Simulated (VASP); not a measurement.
# MgS (Fm-3m) in VASP: G0W0 quasiparticle levels with PBE

Aim: the G0W0 quasiparticle levels of MgS with PBE.

All numbers are computed with VASP 6.6.1; they aren't measurements. Logs are shortened: lines on timing, memory, paths and dates and some standing lists are left out, and cuts for length are marked.

## Step 1: The cell of the first run

The structure is cubic, space group Fm-3m (No. 225). The conventional cell has a = 5.203 Å, b = 5.203 Å, c = 5.203 Å, α = 90.00°, β = 90.00°, γ = 90.00°. Mg (site symmetry m-3m) has 6 S at 2.60 Å within 3.4 Å. S (site symmetry m-3m) has 6 Mg at 2.60 Å within 3.4 Å.

## Step 2: G0W0 quasiparticle levels, PBE

POSCAR

```
MgS
1.0
    0.0000000000      2.6015179373      2.6015179373
    2.6015179373      0.0000000000      2.6015179373
    2.6015179373      2.6015179373      0.0000000000
Mg S
1 1
Direct
    0.0000000000      0.0000000000      0.0000000000
    0.5000000000      0.5000000000      0.5000000000
```

INCAR.step1

```
PREC = Accurate
ENCUT = 500
EDIFF = 1E-8
ISMEAR = 0
SIGMA = 0.01
LREAL = F
LASPH = T
NELM = 80
ALGO = Normal
LWAVE = T
LCHARG = F
GGA = PE
```

INCAR.step2

```
PREC = Accurate
ENCUT = 500
EDIFF = 1E-8
ISMEAR = 0
SIGMA = 0.01
LREAL = F
LASPH = T
NELM = 1
ALGO = Exact
LWAVE = T
LCHARG = F
GGA = PE
NBANDS = 64
LOPTICS = T
ISTART = 1
```

INCAR.step3

```
PREC = Accurate
ENCUT = 500
EDIFF = 1E-8
ISMEAR = 0
SIGMA = 0.01
LREAL = F
LASPH = T
ALGO = EVGW0
LWAVE = F
LCHARG = F
GGA = PE
NELMGW = 1
NBANDS = 64
ENCUTGW = 80.0
NOMEGA = 48
PRECFOCK = Fast
ISTART = 1
NBANDSGW = 12
```

KPOINTS

```
Automatic mesh
0
Gamma
  4 4 4
```

Potentials or basis: VASP PAW PBE potentials, release 64 (Mg_GW, S_GW).

Launch:

```sh
cat potpaw_PBE.64/Mg_GW/POTCAR potpaw_PBE.64/S_GW/POTCAR > POTCAR
cp INCAR.step1 INCAR
mpirun -np 1 vasp_std > vasp.out
cp INCAR.step2 INCAR
mpirun -np 1 vasp_std > vasp.out
cp INCAR.step3 INCAR
mpirun -np 1 vasp_std > vasp.out
```

OUTCAR:

```text
PREC = Accurate
   ENCUT = 500
   EDIFF = 1E-8
   ISMEAR = 0
   LREAL = F
   LASPH = T
   GGA = PE
   NELMGW = 1
   ENCUTGW = 80.0
   PRECFOCK = Fast
   ISTART = 1

 ion  position               nearest neighbor table
   1  0.000  0.000  0.000-
   2  0.500  0.500  0.500-

  LATTYP: Found a face centered cubic cell.
 ALAT       =     5.2030358746

  Lattice vectors:

 A1 = (   0.0000000000,   2.6015179373,   2.6015179373)
 A2 = (   2.6015179373,   0.0000000000,   2.6015179373)
 A3 = (   2.6015179373,   2.6015179373,   0.0000000000)

Analysis of symmetry for initial positions (statically):
=====================================================================
 Subroutine PRICEL returns:
 Original cell was already a primitive cell.

 Routine SETGRP: Setting up the symmetry group for a
 face centered cubic supercell.

 Subroutine GETGRP returns: Found 48 space group operations
 (whereof 48 operations were pure point group operations)
 out of a pool of 48 trial point group operations.

The static configuration has the point symmetry O_h .

Analysis of symmetry for dynamics (positions and initial velocities):
=====================================================================
 Subroutine PRICEL returns:
 Original cell was already a primitive cell.

 Routine SETGRP: Setting up the symmetry group for a
 face centered cubic supercell.

 Subroutine GETGRP returns: Found 48 space group operations
 (whereof 48 operations were pure point group operations)
 out of a pool of 48 trial point group operations.

The dynamic configuration has the point symmetry O_h .

 Subroutine INISYM returns: Found 48 space group operations
 (whereof 48 operations are pure point group operations),
 and found     1 'primitive' translations

----------------------------------------------------------------------------------------

                                     Primitive cell

  volume of cell :      35.2136

  direct lattice vectors                    reciprocal lattice vectors
     0.000000000  2.601517937  2.601517937    -0.192195484  0.192195484  0.192195484
     2.601517937  0.000000000  2.601517937     0.192195484 -0.192195484  0.192195484
     2.601517937  2.601517937  0.000000000     0.192195484  0.192195484 -0.192195484

  length of vectors
     3.679101950  3.679101950  3.679101950     0.332892344  0.332892344  0.332892344

  position of ions in fractional coordinates (direct lattice)
     0.000000000  0.000000000  0.000000000
     0.500000000  0.500000000  0.500000000

  ion indices of the primitive-cell ions
   primitive index   ion index
                 1           1
                 2           2

----------------------------------------------------------------------------------------

 KPOINTS: Automatic mesh

Automatic generation of k-mesh.
 Grid dimensions read from file:
 generate k-points for:    4    4    4

 Generating k-lattice:

  Cartesian coordinates                     Fractional coordinates (reciprocal lattice)
    -0.048048871  0.048048871  0.048048871     0.250000000  0.000000000  0.000000000
     0.048048871 -0.048048871  0.048048871     0.000000000  0.250000000  0.000000000
     0.048048871  0.048048871 -0.048048871     0.000000000  0.000000000  0.250000000

  Length of vectors
     0.083223086  0.083223086  0.083223086

  Shift w.r.t. Gamma in fractional coordinates (k-lattice)
     0.000000000  0.000000000  0.000000000

 Subroutine IBZKPT returns following result:
 ===========================================

 Found      8 irreducible k-points:

 Following reciprocal coordinates:
            Coordinates               Weight
  0.000000  0.000000  0.000000      1.000000
  0.250000  0.000000  0.000000      8.000000
  0.500000  0.000000  0.000000      4.000000
  0.250000  0.250000  0.000000      6.000000
  0.500000  0.250000  0.000000     24.000000
 -0.250000  0.250000  0.000000     12.000000
  0.500000  0.500000  0.000000      3.000000
 -0.250000  0.500000  0.250000      6.000000
   k-points           NKPTS =      8   k-points in BZ     NKDIM =     64   number of bands    NBANDS=     64
   number of dos      NEDOS =    301   number of ions     NIONS =      2
   total plane-waves  NPLWV =  21952
   dimension x,y,z NGX =    28 NGY =   28 NGZ =   28
   dimension x,y,z NGXF=    56 NGYF=   56 NGZF=   56
   ions per type =               1   1
   NGX,Y,Z   is equivalent  to a cutoff of  12.65, 12.65, 12.65 a.u.
   NGXF,Y,Z  is equivalent  to a cutoff of  25.30, 25.30, 25.30 a.u.
 SYSTEM =  unknown system
   PREC   = accura    normal or accurate (medium, high low for compatibility)
   ISTART =      1    job   : 0-new  1-cont  2-samecut
   ICHARG =      0    charge: 1-file 2-atom 10-const
   ISPIN  =      1    spin polarized calculation?
   LNONCOLLINEAR =      F non collinear calculations
   LSORBIT =      F    spin-orbit coupling
   LASPH  =      T    aspherical Exc in radial PAW
   ENCUT  =  500.0 eV  36.75 Ry    6.06 a.u.   6.71  6.71  6.71*2*pi/ulx,y,z
   NELM   =     60;   NELMIN=  2; NELMDL=  0     # of ELM steps
   EDIFF  = 0.1E-07   stopping-criterion for ELM
   LREAL  =      F    real-space projection
   EDIFFG = 0.1E-06   stopping-criterion for IOM
   NSW    =      0    number of steps for IOM
   IBRION =     -1    ionic relax: 0-MD 1-quasi-New 2-CG
   NFREE  =      0    steps in history (QN), initial steepest desc. (CG)
   ISIF   =      0    stress and relaxation
   ISYM   =      3    0-nonsym 1-usesym 2-fastsym
   POTIM  = 0.5000    time-step for ionic-motion
   TEBEG  =    0.0;   TEEND  =   0.0 temperature during run
   PSTRESS=    0.0 pullay stress
   NELECT =       8.0000    total number of electrons
   NUPDOWN=      -1.0000    fix difference up-down
   EMIN   =  10.00;   EMAX   =-10.00  energy-range for DOS
   EFERMI =   0.00;   METHOD = LEGACY
   ISMEAR =     0;   SIGMA  =   0.01  broadening in eV -4-tet -1-fermi 0-gaus
   EFERMI_NEDOS =   21; number of points for ismear=-14 and -15
   IALGO  =     38    algorithm
   IMIX   =      4    mixing-type and parameters
     AMIX     =   0.40;   BMIX     =  1.00
     AMIX_MAG =   1.60;   BMIX_MAG =  1.00
  volume/ion in A,a.u.               =      17.61       118.82
  Fermi-wavevector in a.u.,A,eV,Ry     =   0.998929  1.887702 13.576701  0.997859
  Thomas-Fermi vector in A             =   2.131185
   LORBIT       =      0    0 simple, 1 ext, 2 COOP (PROOUT), +10 PAW based schemes
   GGA     = PE    functional components
   LHFCALC =     T    Hartree Fock is set to
   PRECFOCK=fast      Normal, Fast or Accurate (Low or Medium for compatibility)
   ENCUT4O =  -1.0   cutoff for four orbital integrals eV
   NKREDX  =     1    reduce k-point grid by
   NKREDY  =     1    reduce k-point grid by
   NKREDZ  =     1    reduce k-point grid by
   AEXX    =    1.0000 exact exchange contribution
   HFSCREEN=    0.0000 screening length (either q_TF or 0.3 A-1)
   HFSCREENC=   0.0000 screening length for correlation (either q_TF or 0.3 A-1)
   ENCUTFOCK=  -1.0 apply spherical cutoff to Coloumb kernel
   IVDW    =     0    specifies the selected vdW correction
   LEPSILON=     F    determine dielectric tensor
   LRPA    =     F    only Hartree local field effects (RPA)
   LRPAFORCE           =     F    calculate RPA forces
   ENCUTGW             =  80.0    cutoff for response function in eV
   ENCUTGWSOFT         =  64.0    soft cutoff for Coulomb kernel in GW response function in eV
   ENCUTLF             =  -1.0    cutoff for local field effects
   NELMGW              =     1    number of iterations in solving QP/BSE equation
   NELMHF              =     1    number of iterations in the inner HF iteration
   NKREDLFX            =     1    NKREDLFY  =   1   NKREDLFZ  =   1
 non-spin polarized calculation
 Gauss-broadening in eV      SIGMA  =   0.01
  energy-cutoff  :      500.00
  volume of cell :       35.21
 maximum number of plane-waves:       896
 NGX is ok and might be reduce to    28
  NGX = 16; NGY = 16; NGZ = 16
   NGX = 13   NGY = 13   NGZ = 13
 maximum number of plane-waves:        64
 NGX is ok and might be reduce to    14

 QP shifts <psi_nk| G(iteration)W_0 |psi_nk>: iteration 1
 for sc-GW calculations column KS-energies equals QP-energies in previous step
 and V_xc(KS)=  KS-energies - (<T + V_ion + V_H > + <T+V_H+V_ion>^1  + <V_x>^1)

 k-point   1 :       0.0000    0.0000    0.0000
  band No.  KS-energies  QP-energies   sigma(KS)   V_xc(KS)     V^pw_x(r,r')   Z            occupation Imag(sigma)

      1      -8.9031      -9.5131     -13.4539     -12.5924     -20.8482       0.7081       2.0000       1.5410
      2       3.7694       3.1242     -14.1355     -13.2991     -16.2918       0.7714       2.0000       0.0812
      3       3.7694       3.1242     -14.1355     -13.2991     -16.2918       0.7714       2.0000       0.0812
      4       3.7694       3.1242     -14.1355     -13.2991     -16.2918       0.7714       2.0000       0.0812
      5       7.4664       8.1734      -9.1159     -10.0068      -5.3349       0.7936       0.0000      -0.0831
      6      11.6705      12.3631      -8.4736      -9.3531      -4.2292       0.7874       0.0000      -0.1094
      7      11.6705      12.3631      -8.4736      -9.3531      -4.2292       0.7874       0.0000      -0.1094
      8      11.6705      12.3631      -8.4736      -9.3531      -4.2292       0.7874       0.0000      -0.1094
      9      14.0200      14.9684      -9.2323     -10.4704      -4.5845       0.7660       0.0000      -0.1682
     10      14.0200      14.9684      -9.2323     -10.4704      -4.5845       0.7660       0.0000      -0.1682
     11      16.3030      16.3431      -7.2018      -7.2547      -1.8104       0.7578       0.0000      -0.3448
     12      16.9252      17.4962      -7.6825      -8.4478      -2.0448       0.7460       0.0000      -0.4332

 k-point   2 :       0.2500    0.0000    0.0000
  band No.  KS-energies  QP-energies   sigma(KS)   V_xc(KS)     V^pw_x(r,r')   Z            occupation Imag(sigma)

      1      -8.3419      -8.8632     -13.6299     -12.8958     -20.9524       0.7101       2.0000       1.4219
      2       0.9539       0.1109     -12.7274     -11.6042     -15.4041       0.7506       2.0000       0.1166
      3       3.4471       2.7671     -13.9759     -13.0921     -16.1825       0.7694       2.0000       0.0828
      4       3.4471       2.7671     -13.9759     -13.0921     -16.1825       0.7694       2.0000       0.0828
      5       8.7104       9.3332      -8.7629      -9.5485      -4.8547       0.7928       0.0000      -0.0903
      6      11.5334      12.2990      -8.5098      -9.4896      -4.2198       0.7813       0.0000      -0.1185
      7      11.5334      12.2990      -8.5098      -9.4896      -4.2198       0.7813       0.0000      -0.1185
      8      12.0453      12.8527      -9.6356     -10.6878      -5.1847       0.7674       0.0000      -0.1361
      9      13.9815      14.7597      -8.8010      -9.8148      -4.0477       0.7676       0.0000      -0.1835
     10      13.9815      14.7597      -8.8010      -9.8148      -4.0477       0.7676       0.0000      -0.1835
     11      15.6260      16.0544      -7.4234      -7.9948      -1.9719       0.7497       0.0000      -0.3625
     12      20.8046      21.5694      -8.4475      -9.4380      -2.4691       0.7721       0.0000      -0.8254
[... 68 lines left out ...]
      1      -7.2195      -7.5897     -14.2769     -13.7472     -21.3925       0.6987       2.0000       1.1393
      2      -0.4355      -1.4394     -12.2824     -10.9096     -15.4506       0.7313       2.0000       0.1606
      3       2.0818       1.2468     -13.3218     -12.2239     -15.8266       0.7605       2.0000       0.0972
      4       2.0818       1.2468     -13.3218     -12.2239     -15.8266       0.7605       2.0000       0.0972
      5       6.5155       7.1892      -8.0567      -8.8971      -4.5846       0.8016       0.0000      -0.0761
      6       8.1377       8.5872      -7.9888      -8.5485      -4.2574       0.8031       0.0000      -0.0834
      7      15.7576      16.5227     -10.1991     -11.2493      -4.7010       0.7285       0.0000      -0.3096
      8      16.4221      17.4806      -9.8004     -11.2171      -4.5959       0.7472       0.0000      -0.2998
      9      17.0973      17.7872      -9.0305      -9.9580      -3.2698       0.7437       0.0000      -0.4772
     10      17.0973      17.7872      -9.0305      -9.9580      -3.2698       0.7437       0.0000      -0.4772
     11      19.3184      20.4002     -10.3696     -11.8050      -4.6067       0.7536       0.0000      -0.5031
     12      19.3184      20.4002     -10.3696     -11.8050      -4.6067       0.7536       0.0000      -0.5031

 k-point   8 :      -0.2500    0.5000    0.2500
  band No.  KS-energies  QP-energies   sigma(KS)   V_xc(KS)     V^pw_x(r,r')   Z            occupation Imag(sigma)

      1      -7.1745      -7.5299     -14.3084     -13.7976     -21.4358       0.6957       2.0000       1.1304
      2       0.5322      -0.4170     -12.5151     -11.2429     -15.3373       0.7461       2.0000       0.1281
      3       0.5322      -0.4170     -12.5151     -11.2429     -15.3373       0.7461       2.0000       0.1281
      4       1.4018       0.5918     -12.5363     -11.4684     -14.9863       0.7584       2.0000       0.1044
      5       8.9898       9.8136      -9.3305     -10.3801      -5.6087       0.7849       0.0000      -0.0908
      6      11.6928      12.3752      -9.1682     -10.0469      -4.8531       0.7766       0.0000      -0.1224
      7      11.6928      12.3752      -9.1682     -10.0469      -4.8531       0.7766       0.0000      -0.1224
      8      11.7890      12.5372      -8.4031      -9.3748      -3.8719       0.7700       0.0000      -0.1394
      9      18.0550      18.7234      -8.9425      -9.8361      -3.0984       0.7481       0.0000      -0.5450
     10      18.0550      18.7234      -8.9425      -9.8361      -3.0984       0.7481       0.0000      -0.5450
     11      19.3448      20.2116      -9.4946     -10.6351      -3.7099       0.7600       0.0000      -0.5976
     12      19.4521      20.5690     -10.5646     -12.0562      -4.7658       0.7488       0.0000      -0.5154
```

It took 52 s on 1 thread of Intel Xeon 6975P-C, shared host; peak memory 0.31 GiB.

Results:

| Item | Value |
| --- | --- |
| Band gap on the k mesh, mean-field level | 2.75 eV, indirect (least direct gap 3.70 eV) |
| Quasiparticle gap | 4.07 eV |
| Least direct quasiparticle gap | 5.05 eV |

Caveat: the k points lie up to 0.52 Å⁻¹ apart; bands, screening cutoff and mesh are small and nothing is extrapolated, so the quasiparticle values aren't converged. A k mesh can miss the band edges.
